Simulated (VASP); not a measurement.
CdS (rocksalt type), 2 atoms in the cell. It takes space group Fm-3m (No. 225, cubic). Conventional cell: a = 5.226 Å, b = 5.226 Å, c = 5.226 Å, α = 90.00°, β = 90.00°, γ = 90.00°. Cd (site symmetry m-3m) has 6 S at 2.61 Å within 3.4 Å. Within 3.4 Å of S (site symmetry m-3m) lie 6 Cd at 2.61 Å.  This cell differs from its parent crystal: volume scaled by 0.88.

```yaml
Program: VASP 6.6.1
Task: single point
Functional: r2SCAN
Potentials_or_basis: VASP PAW PBE potentials, release 64 (Cd, S)
Cutoff: 520 eV
k_mesh: 14 × 14 × 14
Occupations: fermi-dirac, width 0.05 eV
Spin: no spin polarisation
Dipole_correction: no
Further_INCAR_settings: ALGO = Normal; EDIFF = 1e-06; NBANDS = 16
```

Potentials or basis: VASP PAW PBE potentials, release 64 (Cd, S).

Command:

```sh
$ cat potpaw_PBE.64/Cd/POTCAR potpaw_PBE.64/S/POTCAR > POTCAR
$ cp INCAR.step1 INCAR
$ mpirun -np 1 vasp_std > vasp.out
$ cp INCAR.step2 INCAR
$ mpirun -np 1 vasp_std > vasp.out
```

Hardware: 1 thread of Intel(R) Xeon(R) 6975P-C (Granite Rapids), on a shared host.

Estimate the wall time of this run.

It took 96 s on 1 thread of Intel(R) Xeon(R) 6975P-C (Granite Rapids), on a shared host, peak memory 0.2 GiB. Counts: k points 104.
